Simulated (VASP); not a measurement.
## Al: elastic constants with PBE+D3(BJ)

Crystal: Al.

```
Al
1.0
     0.00000    1.94649    1.94649
     1.94649    0.00000    1.94649
     1.94649    1.94649    0.00000
Al
1
Direct
  0.00000 0.00000 0.00000
```

* Program: VASP 6.6.1
* Task: elastic constants
* Functional: PBE
* Dispersion: D3(BJ)
* Potentials or basis: VASP PAW PBE potentials, release 64 (Al)
* Cutoff: 600 eV
* k mesh: 20 × 20 × 20
* Occupations: fermi-dirac, width 0.15 eV
* Spin: no spin polarisation
* Dipole correction: no
* Ions in elastic constants: relaxed
* Further INCAR settings: ALGO = Normal; EDIFF = 1e-08; NBANDS = 8; IBRION = 6; POTIM = 0.015; NSW = 1; ISIF = 3

```
Elastic constants C11, C12, C44 : 161, 84, 62 GPa
Voigt bulk modulus              : 110 GPa
Dispersion energy per atom      : -0.378 eV
```

Elastic tensor in Voigt notation (GPa, in the Cartesian axes of the cell as first typed):
```
161  84  84   0   0   0
 84 161  84   0   0   0
 84  84 161   0   0   0
  0   0   0  62   0   0
  0   0   0   0  62   0
  0   0   0   0   0  62
```

Clamped-ion elastic tensor (GPa):
```
161  84  84   0   0   0
 84 161  84   0   0   0
 84  84 161   0   0   0
  0   0   0  62   0   0
  0   0   0   0  62   0
  0   0   0   0   0  62
```

Wall time 11 min on 1 thread of Intel(R) Xeon(R) Platinum 8488C (Sapphire Rapids), on a shared host, peak memory 0.56 GiB.

Caveat: the cell is under stress, which shifts elastic constants.
